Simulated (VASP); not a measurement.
# H8CO6 in VASP: notebook

H8CO6 is run at these levels: r2SCAN; tasks: single point, molecular dynamics.

Everything below comes from runs of VASP 6.6.1. Logs are shortened: lines on timing, memory, paths and dates and some standing lists are left out, and cuts for length are marked.

**1. The cell of the first run**

The cell holds a disordered packing, 15 atoms: a = 5.893 Å, b = 5.893 Å, c = 5.893 Å, α = 90.00°, β = 90.00°, γ = 90.00°.

**2. Single point, r2SCAN**

Contents of POSCAR:

```
H8CO6
1.0
    5.8925310000      0.0000000000      0.0000000000
    0.0000000000      5.8925310000      0.0000000000
    0.0000000000      0.0000000000      5.8925310000
O H C
6 8 1
Direct
    0.1761212627      0.4304941289      0.5928012937
    0.1660916167      0.8125031502      0.3120390881
    0.8860369169      0.1864054682      0.4158654405
    0.5935649723      0.2749752186      0.7701444422
    0.6576970066      0.6630936689      1.1633201421
    0.8974751257      0.7492026771      0.8740556477
    0.1456420000      0.4734128679      0.7508488288
    0.0452097749      0.3338293850      0.5293820262
    0.3234772969      0.8309672024      0.2561887243
    0.1855569364      0.6782654177      0.3919877553
    0.9461469104      0.0448873328      0.3943297031
    0.7727918614      0.1787347406      0.5449271289
    0.5948886820      0.1357990310      0.8591045172
    0.4343464633      0.3057599527      0.7204544193
    0.7761011355      0.6871750017      1.0186963802
```

Contents of INCAR.step1:

```
  PREC = Accurate
  ENCUT = 520
  ISMEAR = -1
  SIGMA = 0.05
  LREAL = Auto
  LASPH = True
  NELM = 60
  NBANDS = 37
  GGA = PE
  ALGO = Normal
  EDIFF = 1E-4
  LWAVE = True
  LCHARG = False
```

Contents of INCAR.step2:

```
  PREC = Accurate
  ENCUT = 520
  EDIFF = 1E-7
  ISMEAR = -1
  SIGMA = 0.05
  LREAL = Auto
  LASPH = True
  NELM = 60
  ALGO = Normal
  ISIF = 2
  LWAVE = False
  LCHARG = False
  METAGGA = R2SCAN
  LMIXTAU = True
  NBANDS = 37
  ISTART = 1
```

Contents of KPOINTS:

```
Automatic mesh
0
Gamma
  1 1 1
```

Potentials or basis: VASP PAW PBE potentials, release 64 (O, H, C).

Command:

```bash
cat potpaw_PBE.64/O/POTCAR potpaw_PBE.64/H/POTCAR potpaw_PBE.64/C/POTCAR > POTCAR
cp INCAR.step1 INCAR
mpirun -np 1 vasp_gam > vasp.out
cp INCAR.step2 INCAR
mpirun -np 1 vasp_gam > vasp.out
```

OUTCAR:

```text
PREC = Accurate
   ENCUT = 520
   EDIFF = 1E-7
   ISMEAR = -1
   LREAL = Auto
   LASPH = True
   NELM = 60
   ISIF = 2
   METAGGA = R2SCAN
   ISTART = 1

 ion  position               nearest neighbor table
   1  0.176  0.430  0.593-   7 0.98   8 1.03
   2  0.166  0.813  0.312-  10 0.93   9 0.99
   3  0.886  0.186  0.416-  11 0.91  12 1.01
   4  0.594  0.275  0.770-  13 0.97  14 1.00
   5  0.658  0.663  0.163-  15 1.11
   6  0.897  0.749  0.874-  15 1.17
   7  0.146  0.473  0.751-   1 0.98
   8  0.045  0.334  0.529-   1 1.03
   9  0.323  0.831  0.256-   2 0.99
  10  0.186  0.678  0.392-   2 0.93
  11  0.946  0.045  0.394-   3 0.91
  12  0.773  0.179  0.545-   3 1.01
  13  0.595  0.136  0.859-   4 0.97
  14  0.434  0.306  0.720-   4 1.00
  15  0.776  0.687  0.019-   5 1.11   6 1.17

  LATTYP: Found a simple cubic cell.
 ALAT       =     5.8925310000

  Lattice vectors:

 A1 = (   5.8925310000,   0.0000000000,   0.0000000000)
 A2 = (   0.0000000000,   5.8925310000,   0.0000000000)
 A3 = (   0.0000000000,   0.0000000000,   5.8925310000)

Analysis of symmetry for initial positions (statically):
=====================================================================
 Subroutine PRICEL returns:
 Original cell was already a primitive cell.

 Routine SETGRP: Setting up the symmetry group for a
 simple cubic supercell.

 Subroutine GETGRP returns: Found  1 space group operations
 (whereof  1 operations were pure point group operations)
 out of a pool of 48 trial point group operations.

The static configuration has the point symmetry C_1 .

Analysis of symmetry for dynamics (positions and initial velocities):
=====================================================================
 Subroutine PRICEL returns:
 Original cell was already a primitive cell.

 Routine SETGRP: Setting up the symmetry group for a
 simple cubic supercell.

 Subroutine GETGRP returns: Found  1 space group operations
 (whereof  1 operations were pure point group operations)
 out of a pool of 48 trial point group operations.

The dynamic configuration has the point symmetry C_1 .

 Subroutine INISYM returns: Found  1 space group operations
 (whereof  1 operations are pure point group operations),
 and found     1 'primitive' translations

----------------------------------------------------------------------------------------

                                     Primitive cell

  volume of cell :     204.6000

  direct lattice vectors                    reciprocal lattice vectors
     5.892531000  0.000000000  0.000000000     0.169706362  0.000000000  0.000000000
     0.000000000  5.892531000  0.000000000     0.000000000  0.169706362  0.000000000
     0.000000000  0.000000000  5.892531000     0.000000000  0.000000000  0.169706362

  length of vectors
     5.892531000  5.892531000  5.892531000     0.169706362  0.169706362  0.169706362

  position of ions in fractional coordinates (direct lattice)
     0.176121263  0.430494129  0.592801294
     0.166091617  0.812503150  0.312039088
     0.886036917  0.186405468  0.415865440
     0.593564972  0.274975219  0.770144442
     0.657697007  0.663093669  0.163320142
     0.897475126  0.749202677  0.874055648
     0.145642000  0.473412868  0.750848829
     0.045209775  0.333829385  0.529382026
     0.323477297  0.830967202  0.256188724
     0.185556936  0.678265418  0.391987755
     0.946146910  0.044887333  0.394329703
     0.772791861  0.178734741  0.544927129
     0.594888682  0.135799031  0.859104517
     0.434346463  0.305759953  0.720454419
     0.776101135  0.687175002  0.018696380

  ion indices of the primitive-cell ions
   primitive index   ion index
                 1           1
                 2           2
                 3           3
                 4           4
                 5           5
                 6           6
                 7           7
                 8           8
                 9           9
                10          10
                11          11
                12          12
                13          13
                14          14
                15          15

----------------------------------------------------------------------------------------

 KPOINTS: Automatic mesh

Automatic generation of k-mesh.
 Grid dimensions read from file:
 generate k-points for:    1    1    1

 Generating k-lattice:

  Cartesian coordinates                     Fractional coordinates (reciprocal lattice)
     0.169706362  0.000000000  0.000000000     1.000000000  0.000000000  0.000000000
     0.000000000  0.169706362  0.000000000     0.000000000  1.000000000  0.000000000
     0.000000000  0.000000000  0.169706362     0.000000000  0.000000000  1.000000000

  Length of vectors
     0.169706362  0.169706362  0.169706362

  Shift w.r.t. Gamma in fractional coordinates (k-lattice)
     0.000000000  0.000000000  0.000000000

 Subroutine IBZKPT returns following result:
 ===========================================

 Found      1 irreducible k-points:

 Following reciprocal coordinates:
            Coordinates               Weight
  0.000000  0.000000  0.000000      1.000000
   k-points           NKPTS =      1   k-points in BZ     NKDIM =      1   number of bands    NBANDS=     37
   number of dos      NEDOS =    301   number of ions     NIONS =     15
   total plane-waves  NPLWV = 110592
   dimension x,y,z NGX =    48 NGY =   48 NGZ =   48
   dimension x,y,z NGXF=    96 NGYF=   96 NGZF=   96
   ions per type =               6   8   1
   NGX,Y,Z   is equivalent  to a cutoff of  13.54, 13.54, 13.54 a.u.
   NGXF,Y,Z  is equivalent  to a cutoff of  27.08, 27.08, 27.08 a.u.
 SYSTEM =  unknown system
   PREC   = accura    normal or accurate (medium, high low for compatibility)
   ISTART =      1    job   : 0-new  1-cont  2-samecut
   ICHARG =      0    charge: 1-file 2-atom 10-const
   ISPIN  =      1    spin polarized calculation?
   LNONCOLLINEAR =      F non collinear calculations
   LSORBIT =      F    spin-orbit coupling
   LASPH  =      T    aspherical Exc in radial PAW
   ENCUT  =  520.0 eV  38.22 Ry    6.18 a.u.  10.96 10.96 10.96*2*pi/ulx,y,z
   NELM   =     60;   NELMIN=  2; NELMDL=  0     # of ELM steps
   EDIFF  = 0.1E-06   stopping-criterion for ELM
   LREAL  =      T    real-space projection
   EDIFFG = 0.1E-05   stopping-criterion for IOM
   NSW    =      0    number of steps for IOM
   IBRION =     -1    ionic relax: 0-MD 1-quasi-New 2-CG
   NFREE  =      0    steps in history (QN), initial steepest desc. (CG)
   ISIF   =      2    stress and relaxation
   ISYM   =      2    0-nonsym 1-usesym 2-fastsym
   POTIM  = 0.5000    time-step for ionic-motion
   TEBEG  =    0.0;   TEEND  =   0.0 temperature during run
   PSTRESS=    0.0 pullay stress
   NELECT =      48.0000    total number of electrons
   NUPDOWN=      -1.0000    fix difference up-down
   EMIN   =  10.00;   EMAX   =-10.00  energy-range for DOS
   EFERMI =   0.00;   METHOD = LEGACY
   ISMEAR =    -1;   SIGMA  =   0.05  broadening in eV -4-tet -1-fermi 0-gaus
   EFERMI_NEDOS =   21; number of points for ismear=-14 and -15
   IALGO  =     38    algorithm
   IMIX   =      4    mixing-type and parameters
     AMIX     =   0.40;   BMIX     =  1.00
     AMIX_MAG =   1.60;   BMIX_MAG =  1.00
  volume/ion in A,a.u.               =      13.64        92.05
  Fermi-wavevector in a.u.,A,eV,Ry     =   1.009687  1.908031 13.870698  1.019468
  Thomas-Fermi vector in A             =   2.142630
   LORBIT       =      0    0 simple, 1 ext, 2 COOP (PROOUT), +10 PAW based schemes
   METAGGA = R2SCAN    functional components
   LHFCALC =     F    Hartree Fock is set to
   AEXX    =    0.0000 exact exchange contribution
   IVDW    =     0    specifies the selected vdW correction
   LEPSILON=     F    determine dielectric tensor
   LRPA    =     F    only Hartree local field effects (RPA)
 non-spin polarized calculation
  energy-cutoff  :      520.00
  volume of cell :      204.60
 maximum number of plane-waves:      2749
 NGX is ok and might be reduce to    42
   NGX = 21   NGY = 21   NGZ = 21

 number of electron      47.9999976 magnetization

 Free energy of the ion-electron system (eV)
  ---------------------------------------------------
  ext. energy  EPLUGINS =         0.00000000
  ---------------------------------------------------
  free energy    TOTEN  =       -87.97164500 eV

  energy without entropy =      -87.97164500  energy(sigma->0) =      -87.97164500

 E-fermi :  -3.2172     XC(G=0):  -6.2873

 val. band max:       -4.4350923448   @ k =   0.0000   0.0000   0.0000
 cond. band min:       0.7751755140   @ k =   0.0000   0.0000   0.0000
 fundamental gap:      5.2102678588
 Fermi energy:        -3.2172020106

 k-point     1 :       0.0000    0.0000    0.0000
  band No.  band energies     occupation
      1     -28.5672      2.00000
      2     -26.8487      2.00000
      3     -24.2922      2.00000
      4     -23.8509      2.00000
      5     -23.7129      2.00000
      6     -22.8793      2.00000
      7     -11.5952      2.00000
      8     -11.2857      2.00000
      9     -10.9488      2.00000
     10     -10.7535      2.00000
     11     -10.5724      2.00000
     12     -10.4709      2.00000
     13     -10.3200      2.00000
     14     -10.0978      2.00000
     15      -7.5104      2.00000
     16      -7.2774      2.00000
     17      -7.1046      2.00000
     18      -6.6036      2.00000
     19      -6.5445      2.00000
     20      -6.1304      2.00000
     21      -5.1643      2.00000
     22      -4.8739      2.00000
     23      -4.6723      2.00000
     24      -4.4351      2.00000
     25       0.7752      0.00000
     26       2.8764      0.00000
     27       3.2387      0.00000
     28       4.5144      0.00000
     29       5.1871      0.00000
     30       5.5661      0.00000
     31       5.7027      0.00000
     32       5.8806      0.00000
     33       6.6790      0.00000
     34       7.5740      0.00000
     35       7.9065      0.00000
     36       8.1915      0.00000
 [bands above 36 left out]

------------------------ aborting loop because EDIFF is reached ----------------------------------------

  FORCE on cell =-STRESS in cart. coord.  units (eV):
  Direction    XX          YY          ZZ          XY          YZ          ZX
  --------------------------------------------------------------------------------------
  -------------------------------------------------------------------------------------
  Total        1.5189425      4.0108417      3.6878315      0.4015567     -1.4579911     -3.9171833
  in kB       11.8945026     31.4080136     28.8785926      3.1445020    -11.4172060    -30.6745957
  external PRESSURE =      24.0603696 kB  Pullay stress =       0.0000000 kB

 VOLUME and BASIS-vectors are now :
 -----------------------------------------------------------------------------
  energy-cutoff  :      520.00
  volume of cell :      204.60
      direct lattice vectors                 reciprocal lattice vectors
     5.892531000  0.000000000  0.000000000     0.169706362  0.000000000  0.000000000
     0.000000000  5.892531000  0.000000000     0.000000000  0.169706362  0.000000000
     0.000000000  0.000000000  5.892531000     0.000000000  0.000000000  0.169706362

 POSITION                                       TOTAL-FORCE (eV/Angst)
 -----------------------------------------------------------------------------------
      1.03780      2.53670      3.49310         0.551341      0.231696      1.036715
      0.97870      4.78770      1.83870         1.298397      2.122201     -1.825543
      5.22100      1.09840      2.45050        -2.754837      2.661647      1.292068
      3.49760      1.62030      4.53810        -0.330200     -0.383272      0.035408
      3.87550      3.90730      0.96237        -4.490074     -1.610619      5.308641
      5.28840      4.41470      5.15040         0.151074     -0.587535     -0.495032
      0.85820      2.78960      4.42440        -0.333501     -0.019034     -1.002786
      0.26640      1.96710      3.11940         0.589831      0.166865      0.214317
      1.90610      4.89650      1.50960        -1.223970      0.322399      0.181845
      1.09340      3.99670      2.30980        -0.252533     -2.479831      1.902729
      5.57520      0.26450      2.32360         1.632817     -3.161688     -0.467036
      4.55370      1.05320      3.21100         0.532195      0.269199     -1.053740
      3.50540      0.80020      5.06230        -0.271919      0.535055     -0.163298
      2.55940      1.80170      4.24530         0.616923     -0.255662     -0.122840
      4.57320      4.04920      0.11017         4.284454      2.188578     -4.841450
 -----------------------------------------------------------------------------------
    total drift:                                0.004069     -0.001102     -0.009483

  FREE ENERGIE OF THE ION-ELECTRON SYSTEM (eV)
  ---------------------------------------------------
  free  energy   TOTEN  =       -87.9716450013 eV

  energy  without entropy=      -87.9716450012  energy(sigma->0) =      -87.97164500
```

Run time: 55 s. Hardware: 1 thread of Intel Xeon 6975P-C (Granite Rapids), shared host; peak memory 0.32 GiB.

Results:

```
Free energy   : -87.9716 eV
Pressure      : 2.4 GPa
Largest force : 7.137 eV/Å
```

Forces in eV/Å, atoms in the order of the input:
```
O    0.551  0.232  1.037
O    1.298  2.122 -1.826
O   -2.755  2.662  1.292
O   -0.330 -0.383  0.035
O   -4.490 -1.611  5.309
O    0.151 -0.588 -0.495
H   -0.334 -0.019 -1.003
H    0.590  0.167  0.214
H   -1.224  0.322  0.182
H   -0.253 -2.480  1.903
H    1.633 -3.162 -0.467
H    0.532  0.269 -1.054
H   -0.272  0.535 -0.163
H    0.617 -0.256 -0.123
C    4.284  2.189 -4.841
```

Levels at points of the mesh, in eV from the Fermi level:
```
           k point  band 22  band 23  band 24  band 25  band 26  band 27
(0.00, 0.00, 0.00)    -1.66    -1.46    -1.22     3.99     6.09     6.46
```

Caveat: the k points lie up to 1.07 Å⁻¹ apart; the atoms stand as in a frame of molecular dynamics; the PAW data sets were made with another functional, which shifts forces and pressure a little.

**3. Single point, r2SCAN**

Contents of POSCAR:

```
H8CO6
1.0
    5.8925310000      0.0000000000      0.0000000000
    0.0000000000      5.8925310000      0.0000000000
    0.0000000000      0.0000000000      5.8925310000
O H C
6 8 1
Direct
    0.1799057145      0.4655894046      0.5867258059
    0.1781916803      0.8199702301      0.3372065416
    0.9125280800      0.1451668222      0.4088735384
    0.5779689577      0.2589888793      0.7584007619
    0.6226187015      0.6634161110      1.1540881160
    0.9033639365      0.7407682709      0.8807081371
    0.0707166411      0.4986312333      0.7095423002
    0.0874836297      0.3456748891      0.5135993345
    0.3115469397      0.8486845466      0.2374870832
    0.1986582676      0.6630257864      0.4266248239
    0.9707373623     -0.0101144992      0.3719114927
    0.8045948337      0.1080859821      0.5386140523
    0.5555507472      0.2582930832      0.9254257636
    0.4869554356      0.3708253720      0.6989356526
    0.7760671942      0.7089822692      1.0238215124
```

Contents of INCAR.step1:

```
ALGO = Normal ; EDIFF = 1E-4
ENCUT = 520 ; GGA = PE
ISMEAR = -1 ; LASPH = T
LCHARG = F ; LREAL = Auto
LWAVE = T ; NBANDS = 37
NELM = 100 ; PREC = Accurate
SIGMA = 0.05
```

Contents of INCAR.step2:

```
ALGO = Normal ; EDIFF = 1E-6
ENCUT = 520 ; ISIF = 2
ISMEAR = -1 ; ISTART = 1
LASPH = T ; LCHARG = F
LMIXTAU = T ; LREAL = Auto
LWAVE = F ; METAGGA = R2SCAN
NBANDS = 37 ; NELM = 100
PREC = Accurate ; SIGMA = 0.05
```

Contents of KPOINTS:

```
k-points
0
Gamma
  1 1 1
```

Potentials or basis: VASP PAW PBE potentials, release 64 (O, H, C).

Command:

```bash
cat potpaw_PBE.64/O/POTCAR potpaw_PBE.64/H/POTCAR potpaw_PBE.64/C/POTCAR > POTCAR
cp INCAR.step1 INCAR
mpirun -np 1 vasp_gam > vasp.out
cp INCAR.step2 INCAR
mpirun -np 1 vasp_gam > vasp.out
```

Wall time 46 s (1 thread of Intel Xeon 6975P-C (Granite Rapids), shared host); peak memory 0.33 GiB.

Results (log left out):

- Free energy: -87.8926 eV
- Pressure: -1.6 GPa
- Largest force: 6.128 eV/Å

Forces in eV/Å, atoms in the order of the input:
```
O   -1.033 -0.098  0.992
O    1.357 -1.670 -0.353
O   -1.956 -1.016  1.533
O    2.166 -2.257  2.638
O    3.135  1.015 -2.119
O    1.691  0.617 -1.380
H    0.960  0.411 -0.462
H    0.232 -0.738 -0.658
H   -1.252 -0.469  1.072
H   -0.206  1.840 -0.880
H    0.755  0.880  0.036
H    0.958  1.016 -1.404
H    0.086  0.125 -1.448
H   -2.124  1.923 -1.076
C   -4.769 -1.578  3.510
```

Stress tensor (GPa, compression positive):
```
-2.15 -2.82  2.27
-2.82  0.16  1.23
 2.27  1.23 -2.90
```

Levels at points of the mesh, in eV from the Fermi level:
| k point | band 20 | band 21 | band 22 | band 23 | band 24 | band 25 | band 26 | band 27 | band 28 | band 29 |
| --- | --- | --- | --- | --- | --- | --- | --- | --- | --- | --- |
| (0.00, 0.00, 0.00) | -2.94 | -2.38 | -2.02 | -1.92 | -1.32 | 3.37 | 4.83 | 4.88 | 7.24 | 7.66 |

Caveat: the k points lie up to 1.07 Å⁻¹ apart; the atoms stand as in a frame of molecular dynamics; the PAW data sets were made with another functional, which shifts forces and pressure a little.

(Continued in part 2 of 2.)
